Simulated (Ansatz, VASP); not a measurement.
# One calculation of Pb, two programs

```xyz
2
Lattice="0.0000 3.4390 3.4046 3.4390 0.0000 3.4046 3.4390 3.4390 0.0000" Properties=species:S:1:pos:R:3 pbc="T T T"
Pb    0.0000    0.0000    0.0000
Pb    1.7195    1.7195    1.7023
```

Change from the starting cell: zz strain of -1 %.

Alike in both runs: task single point; functional LDA; k mesh 8 × 8 × 8; occupations fermi-dirac, width 0.05 eV; no spin polarisation.

|  | VASP | Ansatz |
| --- | --- | --- |
| version | VASP 6.6.1 | Ansatz 0.2.0 |
| potentials or method | VASP PAW LDA potentials, release 64 (Pb_d), cutoff 520 eV | all-electron LAPW, scalar-relativistic |

```csv
,VASP,Ansatz,Ansatz less VASP
pressure (GPa),-0.4,-0.4,-0.02
"traceless stress, the component that is largest in VASP (GPa)",0.08,0.08,-0.001
```

LDA's correlation is that of Perdew and Zunger in VASP and of Perdew and Wang (1992) in Ansatz. Ansatz ran all-electron here, and VASP with PAW potentials.

Neither program's run includes spin-orbit coupling.
